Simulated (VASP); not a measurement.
# Ta2Si (P-3m1) in VASP: relaxation of cell and atoms with PBEsol

Aim: the relaxation of cell and atoms of Ta2Si with PBEsol.

Everything below comes from runs of VASP 6.6.1. Logs are shortened: lines on timing, memory, paths and dates and some standing lists are left out, and cuts for length are marked.

### Step 1. The cell of the first run

The structure is trigonal, space group P-3m1 (No. 164). Conventional cell: a = 3.290 Å, b = 3.290 Å, c = 5.492 Å, α = 90.00°, β = 90.00°, γ = 120.00°. Ta (site symmetry 3m) has 3 Si at 2.55 Å and 9 Ta at 2.82 to 3.29 Å within 3.4 Å. Si (site symmetry -3m) has 6 Ta at 2.55 Å and 6 Si at 3.29 Å within 3.4 Å.

### Step 2. Relaxation of cell and atoms, PBEsol

The input, INCAR:

```
ALGO     = Fast           # electronic algorithm
EDIFF    = 1E-6           # SCF threshold, eV
EDIFFG   = -0.015         # ionic threshold
ENCUT    = 600            # plane-wave cutoff, eV
GGA      = PS             # functional
IBRION   = 2              # ionic algorithm
ISIF     = 3              # what is computed and relaxed
ISMEAR   = 0              # smearing method
LASPH    = T              # aspherical terms in the spheres
LCHARG   = F              # write CHGCAR
LREAL    = F              # projectors in reciprocal space
LWAVE    = F              # write WAVECAR
NELM     = 60             # most SCF steps
NSW      = 80             # ionic steps
PREC     = Accurate       # precision mode
SIGMA    = 0.1            # smearing width, eV
```

The input, KPOINTS:

```
k-points
0
Gamma
  8 6 6
```

The input, POSCAR:

```
Ta2Si
1.0
    0.0000000000      0.0000000000     -5.4916104175
   -4.9346046599     -2.8489953287      0.0000000000
    0.0000000000      5.6979906575      0.0000000000
Ta Si
6 3
Direct
    0.6901203589      0.6666666667      0.6666666667
    0.6901203589      1.0000000000      0.3333333333
    0.6901203589      0.3333333333      1.0000000000
    0.3098796411      0.3333333333      0.3333333333
    0.3098796411      0.6666666667      1.0000000000
    0.3098796411      1.0000000000      0.6666666667
    1.0000000000      0.6666666667      0.3333333333
    1.0000000000      1.0000000000      0.0000000000
    1.0000000000      0.3333333333      0.6666666667
```

Potentials or basis: VASP PAW PBE potentials, release 64 (Ta_pv, Si).

Started as:

```sh
cat potpaw_PBE.64/Ta_pv/POTCAR potpaw_PBE.64/Si/POTCAR > POTCAR
mpirun -np 1 vasp_std > vasp.out
```

OUTCAR:

```text
EDIFF = 1E-6
   EDIFFG = -0.015
   ENCUT = 600
   GGA = PS
   IBRION = 2
   ISIF = 3
   ISMEAR = 0
   LASPH = T
   LREAL = F
   NELM = 60
   NSW = 80
   PREC = Accurate

 ion  position               nearest neighbor table
   1  0.690  0.667  0.667-   8 2.55   9 2.55   7 2.55   6 2.82   5 2.82   4 2.82   3 3.29   2 3.29
                             2 3.29   3 3.29   2 3.29   3 3.29
   2  0.690  0.000  0.333-   7 2.55   8 2.55   9 2.55   4 2.82   5 2.82   6 2.82   3 3.29   1 3.29
                             1 3.29   1 3.29   3 3.29   3 3.29
   3  0.690  0.333  0.000-   8 2.55   9 2.55   7 2.55   4 2.82   6 2.82   5 2.82   2 3.29   1 3.29
                             1 3.29   2 3.29   2 3.29   1 3.29
   4  0.310  0.333  0.333-   8 2.55   7 2.55   9 2.55   2 2.82   3 2.82   1 2.82   5 3.29   6 3.29
                             6 3.29   5 3.29   6 3.29   5 3.29
   5  0.310  0.667  0.000-   8 2.55   7 2.55   9 2.55   1 2.82   2 2.82   3 2.82   6 3.29   4 3.29
                             4 3.29   6 3.29   4 3.29   6 3.29
   6  0.310  0.000  0.667-   9 2.55   8 2.55   7 2.55   1 2.82   3 2.82   2 2.82   5 3.29   4 3.29
                             4 3.29   5 3.29   4 3.29   5 3.29
   7  0.000  0.667  0.333-   2 2.55   5 2.55   3 2.55   6 2.55   4 2.55   1 2.55
   8  0.000  0.000  0.000-   3 2.55   5 2.55   2 2.55   6 2.55   1 2.55   4 2.55
   9  0.000  0.333  0.667-   6 2.55   3 2.55   5 2.55   2 2.55   1 2.55   4 2.55
[... 5 lines left out ...]
  Lattice vectors:

 A1 = (  -4.9346046599,  -2.8489953287,   0.0000000000)
 A2 = (   0.0000000000,   5.6979906575,   0.0000000000)
 A3 = (   0.0000000000,   0.0000000000,  -5.4916104175)

Analysis of symmetry for initial positions (statically):
=====================================================================
 Subroutine PRICEL returns following result:

  LATTYP: Found a hexagonal cell.
 ALAT       =     3.2897364396
 C/A-ratio  =     1.6693162259

  Lattice vectors:

 A1 = (   3.2897364396,  -0.0000000006,   0.0000000000)
 A2 = (  -1.6448682198,  -2.8489953284,   0.0000000000)
 A3 = (   0.0000000000,   0.0000000000,  -5.4916104175)

   3 primitive cells build up your supercell.

 Routine SETGRP: Setting up the symmetry group for a
 hexagonal supercell.

 Subroutine GETGRP returns: Found 12 space group operations
 (whereof 12 operations were pure point group operations)
 out of a pool of 24 trial point group operations.

The static configuration has the point symmetry D_3d.

Analysis of symmetry for dynamics (positions and initial velocities):
=====================================================================
 Subroutine PRICEL returns following result:

  LATTYP: Found a hexagonal cell.
 ALAT       =     3.2897364396
 C/A-ratio  =     1.6693162259

  Lattice vectors:

 A1 = (   3.2897364396,  -0.0000000006,   0.0000000000)
 A2 = (  -1.6448682198,  -2.8489953284,   0.0000000000)
 A3 = (   0.0000000000,   0.0000000000,  -5.4916104175)

   3 primitive cells build up your supercell.

 Routine SETGRP: Setting up the symmetry group for a
 hexagonal supercell.

 Subroutine GETGRP returns: Found 12 space group operations
 (whereof 12 operations were pure point group operations)
 out of a pool of 24 trial point group operations.

The dynamic configuration has the point symmetry D_3d.

 Subroutine INISYM returns: Found 12 space group operations
 (whereof 12 operations are pure point group operations),
 and found     3 'primitive' translations

----------------------------------------------------------------------------------------

                                     Primitive cell

  volume of cell :      51.4698

  direct lattice vectors                    reciprocal lattice vectors
     3.289736440 -0.000000001  0.000000000     0.303975719 -0.175500463  0.000000000
    -1.644868220 -2.848995328  0.000000000    -0.000000000 -0.351000927  0.000000000
     0.000000000  0.000000000 -5.491610417     0.000000000  0.000000000 -0.182095947

  length of vectors
     3.289736440  3.289736440  5.491610417     0.351000927  0.351000927  0.182095947

  position of ions in fractional coordinates (direct lattice)
     0.666666667  0.333333333  0.690120359
     0.333333333  0.666666667  0.309879641
     0.000000000  0.000000000  0.000000000

  ion indices of the primitive-cell ions
   primitive index   ion index
                 1           1
                 2           5
                 3           7

----------------------------------------------------------------------------------------

 KPOINTS: k-points

Automatic generation of k-mesh.
 Grid dimensions read from file:
 generate k-points for:    8    6    6

 Generating k-lattice:

  Cartesian coordinates                     Fractional coordinates (reciprocal lattice)
     0.000000000  0.000000000 -0.022761993     0.125000000  0.000000000  0.000000000
    -0.033775080  0.000000000  0.000000000     0.000000000  0.166666667  0.000000000
    -0.016887540  0.029250077  0.000000000     0.000000000  0.000000000  0.166666667

  Length of vectors
     0.022761993  0.033775080  0.033775080

  Shift w.r.t. Gamma in fractional coordinates (k-lattice)
     0.000000000  0.000000000  0.000000000

 Subroutine IBZKPT returns following result:
 ===========================================

 Found     44 irreducible k-points:

 Following reciprocal coordinates:
            Coordinates               Weight
  0.000000  0.000000  0.000000      1.000000
  0.125000  0.000000  0.000000      2.000000
  0.250000  0.000000  0.000000      2.000000
  0.375000  0.000000  0.000000      2.000000
  0.500000  0.000000  0.000000      1.000000
  0.000000  0.166667  0.000000      6.000000
[... 16 lines left out ...]
  0.125000 -0.166667  0.333333      6.000000
  0.250000  0.166667  0.166667      6.000000
 [... further k-points ...]
   k-points           NKPTS =     44   k-points in BZ     NKDIM =     44   number of bands    NBANDS=     46
   number of dos      NEDOS =    301   number of ions     NIONS =      9
   total plane-waves  NPLWV = 110592
   dimension x,y,z NGX =    48 NGY =   48 NGZ =   48
   dimension x,y,z NGXF=    96 NGYF=   96 NGZF=   96
   ions per type =               6   3
   NGX,Y,Z   is equivalent  to a cutoff of  14.53, 14.00, 14.00 a.u.
   NGXF,Y,Z  is equivalent  to a cutoff of  29.06, 28.01, 28.01 a.u.
 SYSTEM =  unknown system
   PREC   = accura    normal or accurate (medium, high low for compatibility)
   ISTART =      0    job   : 0-new  1-cont  2-samecut
   ICHARG =      2    charge: 1-file 2-atom 10-const
   ISPIN  =      1    spin polarized calculation?
   LNONCOLLINEAR =      F non collinear calculations
   LSORBIT =      F    spin-orbit coupling
   LASPH  =      T    aspherical Exc in radial PAW
   ENCUT  =  600.0 eV  44.10 Ry    6.64 a.u.  10.97 11.38 11.38*2*pi/ulx,y,z
   NELM   =     60;   NELMIN=  2; NELMDL= -5     # of ELM steps
   EDIFF  = 0.1E-05   stopping-criterion for ELM
   LREAL  =      F    real-space projection
   EDIFFG = -.1E-01   stopping-criterion for IOM
   NSW    =     80    number of steps for IOM
   IBRION =      2    ionic relax: 0-MD 1-quasi-New 2-CG
   NFREE  =      1    steps in history (QN), initial steepest desc. (CG)
   ISIF   =      3    stress and relaxation
   ISYM   =      2    0-nonsym 1-usesym 2-fastsym
   POTIM  = 0.5000    time-step for ionic-motion
   TEBEG  =    0.0;   TEEND  =   0.0 temperature during run
   PSTRESS=    0.0 pullay stress
   NELECT =      78.0000    total number of electrons
   NUPDOWN=      -1.0000    fix difference up-down
   EMIN   =  10.00;   EMAX   =-10.00  energy-range for DOS
   EFERMI =   0.00;   METHOD = LEGACY
   ISMEAR =     0;   SIGMA  =   0.10  broadening in eV -4-tet -1-fermi 0-gaus
   EFERMI_NEDOS =   21; number of points for ismear=-14 and -15
   IALGO  =     68    algorithm
   IMIX   =      4    mixing-type and parameters
     AMIX     =   0.40;   BMIX     =  1.00
     AMIX_MAG =   1.60;   BMIX_MAG =  1.00
  volume/ion in A,a.u.               =      17.16       115.78
  Fermi-wavevector in a.u.,A,eV,Ry     =   1.303812  2.463848 23.128906  1.699927
  Thomas-Fermi vector in A             =   2.434790
   LORBIT       =      0    0 simple, 1 ext, 2 COOP (PROOUT), +10 PAW based schemes
   GGA     = PS    functional components
   LHFCALC =     F    Hartree Fock is set to
   AEXX    =    0.0000 exact exchange contribution
   IVDW    =     0    specifies the selected vdW correction
   LEPSILON=     F    determine dielectric tensor
   LRPA    =     F    only Hartree local field effects (RPA)
 conjugate gradient relaxation of ions
 non-spin polarized calculation
 RMM-DIIS sequential band-by-band and
 Gauss-broadening in eV      SIGMA  =   0.10
  energy-cutoff  :      600.00
  volume of cell :      154.41
 maximum number of plane-waves:      5194
 NGX is ok and might be reduce to    48
   NGX = 21   NGY = 23   NGZ = 23

--------------------------------------- Ionic step        1  -------------------------------------------

 number of electron      77.9999994 magnetization

 Free energy of the ion-electron system (eV)
  ---------------------------------------------------
  ext. energy  EPLUGINS =         0.00000000
  ---------------------------------------------------
  free energy    TOTEN  =       -92.71185020 eV

  energy without entropy =      -92.68485590  energy(sigma->0) =      -92.69835305

------------------------ aborting loop because EDIFF is reached ----------------------------------------

  FORCE on cell =-STRESS in cart. coord.  units (eV):
  Direction    XX          YY          ZZ          XY          YZ          ZX
  --------------------------------------------------------------------------------------
  -------------------------------------------------------------------------------------
  Total        0.2337228      0.2337228      0.4254777     -0.0000000     -0.0000000      0.0000000
  in kB        2.4251459      2.4251459      4.4148262     -0.0000000     -0.0000000      0.0000000
  external PRESSURE =       3.0883726 kB  Pullay stress =       0.0000000 kB
[... 71 lines left out ...]
  energy  without entropy=      -92.6843736523  energy(sigma->0) =      -92.69780874

--------------------------------------- Ionic step        3  -------------------------------------------

 number of electron      77.9999994 magnetization

 Free energy of the ion-electron system (eV)
  ---------------------------------------------------
  ext. energy  EPLUGINS =         0.00000000
  ---------------------------------------------------
  free energy    TOTEN  =       -92.71212567 eV

  energy without entropy =      -92.68517454  energy(sigma->0) =      -92.69865011

 E-fermi :   6.6226     XC(G=0): -12.1430

 val. band max:        6.6178655837   @ k =   0.5000   0.1667   0.1667
 cond. band min:       6.6257877894   @ k =   0.1250   0.3333   0.1667
 fundamental gap:      0.0079222057
 Fermi energy:         6.6225507013

 k-point     1 :       0.0000    0.0000    0.0000
  band No.  band energies     occupation
      1     -28.0090      2.00000
      2     -27.8798      2.00000
      3     -27.8798      2.00000
      4     -27.8798      2.00000
      5     -27.8798      2.00000
      6     -27.8394      2.00000
[... 1165 lines left out ...]
     45       8.2667      0.00000
     46       8.2667      0.00000

 [... further k-points ...]

------------------------ aborting loop because EDIFF is reached ----------------------------------------

  FORCE on cell =-STRESS in cart. coord.  units (eV):
  Direction    XX          YY          ZZ          XY          YZ          ZX
  --------------------------------------------------------------------------------------
  -------------------------------------------------------------------------------------
  Total       -0.0509437     -0.0509437      0.0630518      0.0000000     -0.0000000      0.0000000
  in kB       -0.5277038     -0.5277038      0.6531259      0.0000000     -0.0000000      0.0000000
  external PRESSURE =      -0.1340939 kB  Pullay stress =       0.0000000 kB
[... 24 lines left out ...]
  FREE ENERGIE OF THE ION-ELECTRON SYSTEM (eV)
  ---------------------------------------------------
  free  energy   TOTEN  =       -92.7121256736 eV

  energy  without entropy=      -92.6851745435  energy(sigma->0) =      -92.69865011

 reached required accuracy - stopping structural energy minimisation
```

Wall time 10 min (1 thread of Intel Xeon Platinum 8488C (Sapphire Rapids), shared host); peak memory 0.53 GiB.

What came out:

* Free energy: -92.7121 eV
* Relaxed volume: 17.19 Å³/atom
* Relaxed cell: a = 5.496 Å, b = 5.701 Å, c = 5.701 Å, α = 120.00°, β = 90.00°, γ = 90.00°
* Space group after relaxing (to 0.1 Å): P-3m1 (No. 164)
* Energy gained by relaxing: 0.0 meV/atom
* Ionic steps: 3
* Pressure after relaxing: 0.0 GPa
* Largest force after relaxing: 0.008 eV/Å
* Band gap on the k mesh: zero (bands 39 and 40 overlap by 1.04 eV)

Forces in eV/Å, atoms in the order of the input:
```
Ta   0.000  0.000  0.008
Ta   0.000  0.000  0.008
Ta   0.000  0.000  0.008
Ta   0.000  0.000 -0.008
Ta   0.000  0.000 -0.008
Ta   0.000  0.000 -0.008
Si   0.000  0.000  0.000
Si   0.000  0.000  0.000
Si   0.000  0.000  0.000
```

Stress tensor (GPa, compression positive):
```
-0.05  0.00  0.00
 0.00 -0.05  0.00
 0.00  0.00  0.07
```

Step by step:
```
step  energy change (eV)  largest force (eV/Å)  pressure (GPa)  volume (Å³)
   1              0.0000                0.0090            0.31       154.41
   2              0.0006                0.0085           -0.58       155.15
   3             -0.0003                0.0085           -0.01       154.67
```

Final structure:
```
Ta Si
1.0
     0.00000    0.00000   -5.49605
    -4.93680   -2.85026    0.00000
     0.00000    5.70052    0.00000
Ta Si
6 3
Direct
  0.69009 0.66667 0.66667
  0.69009 0.00000 0.33333
  0.69009 0.33333 0.00000
  0.30991 0.33333 0.33333
  0.30991 0.66667 0.00000
  0.30991 0.00000 0.66667
  0.00000 0.66667 0.33333
  0.00000 0.00000 0.00000
  0.00000 0.33333 0.66667
```

Caveat: the PAW data sets were made with another functional, which shifts forces and pressure a little; spin-orbit coupling is left out, which moves the levels of the heavy elements.
